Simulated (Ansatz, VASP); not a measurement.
# One calculation of Ta, two programs

Contents of INCAR:

```
SYSTEM = Ta
PREC = Accurate
ENCUT = 520
EDIFF = 1E-6
ISMEAR = 0
SIGMA = 0.020999999999999998
LREAL = .FALSE.
LASPH = .TRUE.
NELM = 80
ALGO = Normal
ISIF = 2
LWAVE = .FALSE.
LCHARG = .TRUE.
GGA = PE
LELF = .TRUE.
LVHAR = .TRUE.
NBANDS = 12
```

KPOINTS

```
Automatic mesh
0
G
  11 11 11
  0 0 0
```

File POSCAR:

```
Ta
1.0
   -1.6512800000      1.6512800000      1.6512800000
    1.6512800000     -1.6512800000      1.6512800000
    1.6512800000      1.6512800000     -1.6512800000
Ta
1
Direct
    0.0000000000      0.0000000000      0.0000000000
```

Contents of input.yaml:

```yaml
crystal:
  lattice:
    - [-1.65128, 1.65128, 1.65128]
    - [1.65128, -1.65128, 1.65128]
    - [1.65128, 1.65128, -1.65128]
  atoms:
    - { symbol: Ta, position: [0.0, 0.0, 0.0] }
kpoints:
  mp_grid: { grid: [11, 11, 11] }
scf:
  occupations: { method: gaussian, width: 0.021 }
hamiltonian:
  xc: pbe
  pseudopotentials: { kind: all_electron, lapw: { basis_error: 0.001 } }
output:
  forces: true
  stress: true
  eigenvalues: true
```

Alike in both runs: task single point; functional PBE; k mesh 11 × 11 × 11; occupations gaussian, width 0.021 eV; no spin polarisation.

|  | VASP | Ansatz |
| --- | --- | --- |
| version | VASP 6.6.1 | Ansatz 0.2.0 |
| potentials or method | VASP PAW PBE potentials, release 64 (Ta_pv), cutoff 520 eV | all-electron LAPW, scalar-relativistic |

VASP gave:

- gap on the k mesh at the Fermi level (eV): none
- pressure (GPa): 2.2

**Question.** Which values does Ansatz return?

**Answer.** gap on the k mesh at the Fermi level (eV): none; pressure (GPa): 2.1.

A gap of «none» marks a metal or a gap that the smearing closes. Ansatz ran all-electron here, and VASP with PAW potentials.

Spin-orbit coupling is off throughout.
